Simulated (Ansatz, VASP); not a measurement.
## Two plane-wave programs on Ag

INCAR

```
PREC = Accurate
ENCUT = 500
EDIFF = 1E-6
ISMEAR = 1
SIGMA = 0.1
LREAL = False
LASPH = True
NELM = 120
ALGO = Normal
ISIF = 2
LWAVE = False
LCHARG = False
NBANDS = 18
GGA_COMPAT = False
```

KPOINTS

```
regular mesh
0
Gamma
  18 18 10
```

File POSCAR:

```
Ag
1.0
    2.9299980804      0.0000000000      0.0000000000
   -1.4649990402      2.5374527707      0.0000000000
    0.0000000000      0.0000000000      4.9696250000
Ag
2
Direct
    0.3333333333      0.6666666667      0.2500000000
    0.6666666667      0.3333333333      0.7500000000
```

Input for Ansatz:

```yaml
crystal:
  lattice:
    - [2.9299980804, 0.0, 0.0]
    - [-1.4649990402, 2.5374527707, 0.0]
    - [0.0, 0.0, 4.969625]
  atoms:
    - { symbol: Ag, position: [0.3333333333, 0.6666666667, 0.25] }
    - { symbol: Ag, position: [0.6666666667, 0.3333333333, 0.75] }
basis:
  ecutwfc: 420
kpoints:
  mp_grid: { grid: [18, 18, 10] }
hamiltonian:
  xc: lda
scf:
  occupations: { method: methfessel_paxton, width: 0.1 }
output:
  forces: true
  stress: true
  eigenvalues: true
```

Change from the starting cell: strain +0.0375 x Voigt [0, 0, 1, 0, 0, 0], atoms carried along.

Alike in both runs: task single point; functional LDA; k mesh 18 × 18 × 10; occupations methfessel-paxton of order 1, width 0.1 eV; no spin polarisation.

```csv
,VASP,Ansatz
version,VASP 6.6.1,Ansatz 0.2.0
potentials or method,"VASP PAW LDA potentials, release 64 (Ag), cutoff 500 eV","scalar-relativistic, plane waves, PAW"
valence electrons in the cell,22,38
```

|  | VASP | Ansatz | Ansatz less VASP |
| --- | --- | --- | --- |
| gap on the k mesh at the Fermi level (eV) | none | none | - |
| pressure (GPa) | -12.7 | -12.9 | -0.20 |
| traceless stress, the component that is largest in VASP (GPa) | -1.11 | -1.08 | +0.030 |

LDA's correlation is that of Perdew and Zunger in VASP and of Perdew and Wang (1992) in Ansatz. A gap of «none» marks a metal or a gap that the smearing closes. VASP's potentials hold 22 valence electrons a cell and Ansatz's 38, so a difference there can come from the potentials and not from the codes.
